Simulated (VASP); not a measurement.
# KBr (Pm-3m) in VASP: a series of runs, part 2 of 2

VASP 6.6.1. The steps go on from the part before.

## (5) Single point, PBE

File INCAR:

```
SYSTEM = KBr
PREC = Accurate ; ENCUT = 500
EDIFF = 1E-6 ; ISMEAR = 0
SIGMA = 0.01 ; LREAL = .FALSE.
LASPH = .TRUE. ; NELM = 120
ALGO = Normal ; ISIF = 2
LWAVE = .FALSE. ; LCHARG = .TRUE.
GGA = PE ; LELF = .TRUE.
LVHAR = .TRUE. ; NBANDS = 15
GGA_COMPAT = .FALSE.
```

File KPOINTS:

```
regular mesh
0
G
  5 5 5
  0 0 0
```

File POSCAR:

```
KBr
1.0
    3.9762553130      0.0000000000      0.0000000000
    0.0000000000      3.9762553130      0.0000000000
    0.0000000000      0.0000000000      3.9762553130
K Br
1 1
Direct
    0.0000000000      0.0000000000      0.0000000000
    0.5000000000      0.5000000000      0.5000000000
```

Potentials or basis: VASP PAW PBE potentials, release 64 (K_sv, Br).

On the command line:

```
> cat potpaw_PBE.64/K_sv/POTCAR potpaw_PBE.64/Br/POTCAR > POTCAR
> mpirun -np 1 vasp_std > vasp.out
```

OUTCAR:

```text
SYSTEM = KBr
   PREC = Accurate
   ENCUT = 500
   EDIFF = 1E-6
   ISMEAR = 0
   LREAL = .FALSE.
   LASPH = .TRUE.
   NELM = 120
   ISIF = 2
   GGA = PE

 ion  position               nearest neighbor table
   1  0.000  0.000  0.000-
   2  0.500  0.500  0.500-

  LATTYP: Found a simple cubic cell.
 ALAT       =     3.9762553130

  Lattice vectors:

 A1 = (   3.9762553130,   0.0000000000,   0.0000000000)
 A2 = (   0.0000000000,   3.9762553130,   0.0000000000)
 A3 = (   0.0000000000,   0.0000000000,   3.9762553130)

Analysis of symmetry for initial positions (statically):
=====================================================================
 Subroutine PRICEL returns:
 Original cell was already a primitive cell.

 Routine SETGRP: Setting up the symmetry group for a
 simple cubic supercell.

 Subroutine GETGRP returns: Found 48 space group operations
 (whereof 48 operations were pure point group operations)
 out of a pool of 48 trial point group operations.

The static configuration has the point symmetry O_h .

Analysis of symmetry for dynamics (positions and initial velocities):
=====================================================================
 Subroutine PRICEL returns:
 Original cell was already a primitive cell.

 Routine SETGRP: Setting up the symmetry group for a
 simple cubic supercell.

 Subroutine GETGRP returns: Found 48 space group operations
 (whereof 48 operations were pure point group operations)
 out of a pool of 48 trial point group operations.

The dynamic configuration has the point symmetry O_h .

 Subroutine INISYM returns: Found 48 space group operations
 (whereof 48 operations are pure point group operations),
 and found     1 'primitive' translations

----------------------------------------------------------------------------------------

                                     Primitive cell

  volume of cell :      62.8670

  direct lattice vectors                    reciprocal lattice vectors
     3.976255313  0.000000000  0.000000000     0.251492905  0.000000000  0.000000000
     0.000000000  3.976255313  0.000000000     0.000000000  0.251492905  0.000000000
     0.000000000  0.000000000  3.976255313     0.000000000  0.000000000  0.251492905

  length of vectors
     3.976255313  3.976255313  3.976255313     0.251492905  0.251492905  0.251492905

  position of ions in fractional coordinates (direct lattice)
     0.000000000  0.000000000  0.000000000
     0.500000000  0.500000000  0.500000000

  ion indices of the primitive-cell ions
   primitive index   ion index
                 1           1
                 2           2

----------------------------------------------------------------------------------------

 KPOINTS: regular mesh

Automatic generation of k-mesh.
 Grid dimensions read from file:
 generate k-points for:    5    5    5

 Generating k-lattice:

  Cartesian coordinates                     Fractional coordinates (reciprocal lattice)
     0.050298581  0.000000000  0.000000000     0.200000000  0.000000000  0.000000000
     0.000000000  0.050298581  0.000000000     0.000000000  0.200000000  0.000000000
     0.000000000  0.000000000  0.050298581     0.000000000  0.000000000  0.200000000

[... 23 lines left out ...]
   k-points           NKPTS =     10   k-points in BZ     NKDIM =     10   number of bands    NBANDS=     15
   number of dos      NEDOS =    301   number of ions     NIONS =      2
   total plane-waves  NPLWV =  27000
   dimension x,y,z NGX =    30 NGY =   30 NGZ =   30
   dimension x,y,z NGXF=    60 NGYF=   60 NGZF=   60
   ions per type =               1   1
   NGX,Y,Z   is equivalent  to a cutoff of  12.54, 12.54, 12.54 a.u.
   NGXF,Y,Z  is equivalent  to a cutoff of  25.09, 25.09, 25.09 a.u.
 SYSTEM =  KBr
   PREC   = accura    normal or accurate (medium, high low for compatibility)
   ISTART =      0    job   : 0-new  1-cont  2-samecut
   ICHARG =      2    charge: 1-file 2-atom 10-const
   ISPIN  =      1    spin polarized calculation?
   LNONCOLLINEAR =      F non collinear calculations
   LSORBIT =      F    spin-orbit coupling
   LASPH  =      T    aspherical Exc in radial PAW
   ENCUT  =  500.0 eV  36.75 Ry    6.06 a.u.   7.25  7.25  7.25*2*pi/ulx,y,z
   NELM   =    120;   NELMIN=  2; NELMDL= -5     # of ELM steps
   EDIFF  = 0.1E-05   stopping-criterion for ELM
   LREAL  =      F    real-space projection
   EDIFFG = 0.1E-04   stopping-criterion for IOM
   NSW    =      0    number of steps for IOM
   IBRION =     -1    ionic relax: 0-MD 1-quasi-New 2-CG
   NFREE  =      0    steps in history (QN), initial steepest desc. (CG)
   ISIF   =      2    stress and relaxation
   ISYM   =      2    0-nonsym 1-usesym 2-fastsym
   POTIM  = 0.5000    time-step for ionic-motion
   TEBEG  =    0.0;   TEEND  =   0.0 temperature during run
   PSTRESS=    0.0 pullay stress
   NELECT =      16.0000    total number of electrons
   NUPDOWN=      -1.0000    fix difference up-down
   EMIN   =  10.00;   EMAX   =-10.00  energy-range for DOS
   EFERMI =   0.00;   METHOD = LEGACY
   ISMEAR =     0;   SIGMA  =   0.01  broadening in eV -4-tet -1-fermi 0-gaus
   EFERMI_NEDOS =   21; number of points for ismear=-14 and -15
   IALGO  =     38    algorithm
   IMIX   =      4    mixing-type and parameters
     AMIX     =   0.40;   BMIX     =  1.00
     AMIX_MAG =   1.60;   BMIX_MAG =  1.00
  volume/ion in A,a.u.               =      31.43       212.12
  Fermi-wavevector in a.u.,A,eV,Ry     =   1.037466  1.960527 14.644438  1.076336
  Thomas-Fermi vector in A             =   2.171905
   LORBIT       =      0    0 simple, 1 ext, 2 COOP (PROOUT), +10 PAW based schemes
   GGA     = PE    functional components
   LHFCALC =     F    Hartree Fock is set to
   AEXX    =    0.0000 exact exchange contribution
   IVDW    =     0    specifies the selected vdW correction
   LEPSILON=     F    determine dielectric tensor
   LRPA    =     F    only Hartree local field effects (RPA)
 non-spin polarized calculation
 Gauss-broadening in eV      SIGMA  =   0.01
  energy-cutoff  :      500.00
  volume of cell :       62.87
 maximum number of plane-waves:      1606
 NGX is ok and might be reduce to    30
   NGX = 15   NGY = 15   NGZ = 15

 number of electron      15.9999996 magnetization

 Free energy of the ion-electron system (eV)
  ---------------------------------------------------
  ext. energy  EPLUGINS =         0.00000000
  ---------------------------------------------------
  free energy    TOTEN  =        -6.06905311 eV

  energy without entropy =       -6.06905311  energy(sigma->0) =       -6.06905311

 E-fermi :  -0.5047     XC(G=0):  -8.0364

 val. band max:       -0.5577473124   @ k =   0.4000   0.4000   0.0000
 cond. band min:       3.5141427889   @ k =   0.0000   0.0000   0.0000
 fundamental gap:      4.0718901013
 Fermi energy:        -0.5047009316

 k-point     1 :       0.0000    0.0000    0.0000
  band No.  band energies     occupation
      1     -29.1087      2.00000
      2     -13.3881      2.00000
      3     -12.5290      2.00000
      4     -12.5290      2.00000
      5     -12.5290      2.00000
      6      -0.7846      2.00000
      7      -0.7846      2.00000
      8      -0.7846      2.00000
      9       3.5141      0.00000
     10       5.2831      0.00000
     11       5.2831      0.00000
     12       9.2537      0.00000
     13       9.2537      0.00000
     14       9.2537      0.00000
[... 149 lines left out ...]
      2     -13.0309      2.00000
      3     -12.6453      2.00000
      4     -12.6453      2.00000
      5     -12.6273      2.00000
      6      -1.9483      2.00000
      7      -1.9483      2.00000
      8      -1.9034      2.00000
      9       6.5332      0.00000
     10       6.9720      0.00000
     11       6.9720      0.00000
     12       8.6725      0.00000
     13       9.0480      0.00000
     14       9.0480      0.00000
     15      10.9938      0.00000

------------------------ aborting loop because EDIFF is reached ----------------------------------------

  FORCE on cell =-STRESS in cart. coord.  units (eV):
  Direction    XX          YY          ZZ          XY          YZ          ZX
  --------------------------------------------------------------------------------------
  -------------------------------------------------------------------------------------
  Total        0.3449111      0.3449111      0.3449111     -0.0000000     -0.0000000      0.0000000
  in kB        8.7901231      8.7901231      8.7901231     -0.0000000     -0.0000000      0.0000000
  external PRESSURE =       8.7901231 kB  Pullay stress =       0.0000000 kB

 VOLUME and BASIS-vectors are now :
 -----------------------------------------------------------------------------
  energy-cutoff  :      500.00
  volume of cell :       62.87
      direct lattice vectors                 reciprocal lattice vectors
     3.976255313  0.000000000  0.000000000     0.251492905  0.000000000  0.000000000
     0.000000000  3.976255313  0.000000000     0.000000000  0.251492905  0.000000000
     0.000000000  0.000000000  3.976255313     0.000000000  0.000000000  0.251492905

 POSITION                                       TOTAL-FORCE (eV/Angst)
 -----------------------------------------------------------------------------------
      0.00000      0.00000      0.00000         0.000000      0.000000      0.000000
      1.98813      1.98813      1.98813         0.000000      0.000000      0.000000
 -----------------------------------------------------------------------------------
    total drift:                                0.000000      0.000000     -0.000000

  FREE ENERGIE OF THE ION-ELECTRON SYSTEM (eV)
  ---------------------------------------------------
  free  energy   TOTEN  =        -6.0690531090 eV

  energy  without entropy=       -6.0690531090  energy(sigma->0) =       -6.06905311
```

Run time: 5.1 s. Hardware: 1 thread of Intel Xeon 6975P-C (Granite Rapids), shared host; peak memory 0.16 GiB.

What came out:

```yaml
Free_energy: -6.0691 eV
Pressure: 0.9 GPa
Band_gap_on_the_k_mesh: 4.07 eV, indirect (least direct gap 4.30 eV)
```

## (6) The runs side by side

```tsv
level	potentials or basis	k mesh	gap on the mesh (eV)	pressure (GPa)
PBE	VASP PAW PBE potentials, release 64 (K_sv, Br)	2 × 2 × 2	3.91	2.5
LDA	VASP PAW LDA potentials, release 64 (K_sv, Br)	2 × 2 × 2	3.48	-0.3
PBE	VASP PAW PBE potentials, release 64 (K_sv, Br)	4 × 4 × 4	4.02	0.9
PBE	VASP PAW PBE potentials, release 64 (K_sv, Br)	5 × 5 × 5	4.07	0.9
```

Alike in all rows: task single point; no spin polarisation; cell as given; cutoff (eV) 500; smearing gaussian 0.01 eV.

Caveats: some runs use coarse meshes.

Absolute energies hang on the potentials; compare differences alone.
